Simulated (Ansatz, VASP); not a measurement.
# Al in VASP and in Ansatz

```
Al
1.0
    -1.37320    1.37320    2.15015
     1.37320   -1.37320    2.15015
     1.37320    1.37320   -2.15015
Al
1
Direct
  0.00000 0.00000 0.00000
```

Alike in both runs: task single point; functional LDA; k mesh 22 × 22 × 22; occupations gaussian, width 0.15 eV; no spin polarisation.

|  | VASP | Ansatz |
| --- | --- | --- |
| version | VASP 6.6.1 | Ansatz 0.2.0 |
| potentials or method | VASP PAW LDA potentials, release 64 (Al), cutoff 520 eV | scalar-relativistic, plane waves, PAW |
| valence electrons in the cell | 3 | 3 |

|  | VASP | Ansatz | Ansatz less VASP |
| --- | --- | --- | --- |
| gap on the k mesh at the Fermi level (eV) | none | none | - |
| pressure (GPa) | -1.2 | -1.3 | -0.07 |
| traceless stress, the component that is largest in VASP (GPa) | -3.77 | -3.75 | +0.026 |

LDA's correlation is that of Perdew and Zunger in VASP and of Perdew and Wang (1992) in Ansatz. A gap of «none» marks a metal or a gap that the smearing closes.
